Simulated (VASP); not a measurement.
The system is BN (Qingsongite).

```xyz
2
Lattice="0.0000 1.7894 1.8075 1.7894 0.0000 1.8075 1.7894 1.7894 0.0000" Properties=species:S:1:pos:R:3 pbc="T T T"
B     0.0000    0.0000    0.0000
N     0.8947    0.8947    0.9038
```

Base run:

```yaml
Program: VASP 6.6.1
Functional: r2SCAN
Potentials_or_basis: VASP PAW PBE potentials, release 64 (B, N)
Cutoff: 520 eV
k_mesh: 10 × 10 × 10
Occupations: gaussian, width 0.05 eV
Spin: no spin polarisation
```

Its results: band gap on the k mesh 4.91 eV, indirect (least direct gap 9.57 eV); pressure 7.5 GPa.

Q: The run is repeated on the same cell with these changes: potentials or basis from VASP PAW PBE potentials, release 64 (B, N) to VASP PAW PBE potentials, release 64 (B_h, N_h); cutoff from 520 eV to 910 eV. What comes out?

A: Band gap on the k mesh 4.92 eV, indirect (least direct gap 9.59 eV); pressure 5.7 GPa.

Caveats: the PAW data sets were made with another functional, which shifts forces and pressure a little; the cutoff is under 1.25 times the usual one of these potentials, so pressure, stress and relaxed cells hold a basis-set (Pulay) error (some runs).

A k mesh can miss the band edges.
